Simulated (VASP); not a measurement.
Write the native input for VASP 6.6.1 that does the following.

```
Task                   : relaxation of cell and atoms
Functional             : PBE
Dispersion             : D3(BJ)
Potentials or basis    : VASP PAW PBE potentials, release 64 (Na_pv, F)
Cutoff                 : 600 eV
k mesh                 : 8 × 8 × 8
Occupations            : gaussian, width 0.02 eV
Spin                   : no spin polarisation
Dipole correction      : no
Further INCAR settings : ALGO = Normal; EDIFF = 1e-07; IBRION = 2; EDIFFG = -0.02; NSW = 70; ISIF = 3
```

The structure of NaF lies in POSCAR:

```
NaF
1.0
    0.0000000000      2.3477418508      2.3477418508
    2.3477418508      0.0000000000      2.3477418508
    2.3477418508      2.3477418508      0.0000000000
Na F
1 1
Direct
    0.0000000000      0.0000000000      0.0000000000
    0.5000000000      0.5000000000      0.5000000000
```

These files were run (other wordings do the same):

INCAR

```
SYSTEM = NaF
PREC = Accurate
ENCUT = 600
EDIFF = 1E-7
ISMEAR = 0
SIGMA = 0.02
LREAL = .False.
LASPH = .True.
NELM = 120
ALGO = Normal
ISIF = 3
LWAVE = .False.
LCHARG = .False.
GGA = PE
IVDW = 12
IBRION = 2
NSW = 70
EDIFFG = -0.02
GGA_COMPAT = .False.
NELMIN = 4
```

KPOINTS

```
Automatic mesh
0
Gamma
  8 8 8
  0 0 0
```

Potentials or basis: VASP PAW PBE potentials, release 64 (Na_pv, F).

The run is started by

```bash
$ cat potpaw_PBE.64/Na_pv/POTCAR potpaw_PBE.64/F/POTCAR > POTCAR
$ mpirun -np 1 vasp_std > vasp.out
```

It gave:

```yaml
Relaxed_volume: 12.34 Å³/atom
Relaxed_cell: a = 3.268 Å, b = 3.268 Å, c = 3.268 Å, α = 60.00°, β = 60.00°, γ = 60.00°
Space_group_after_relaxing_to_0.1_Å: Fm-3m (No. 225)
Energy_gained_by_relaxing: 4.4 meV/atom
Ionic_steps: 3
Pressure_after_relaxing: 0.0 GPa
Band_gap_on_the_k_mesh: 6.35 eV
Dispersion_energy_per_atom: -0.175 eV
```

Run time: 21 s on 1 thread of Intel Xeon 8259CL, with other jobs on the host, peak memory 0.16 GiB.
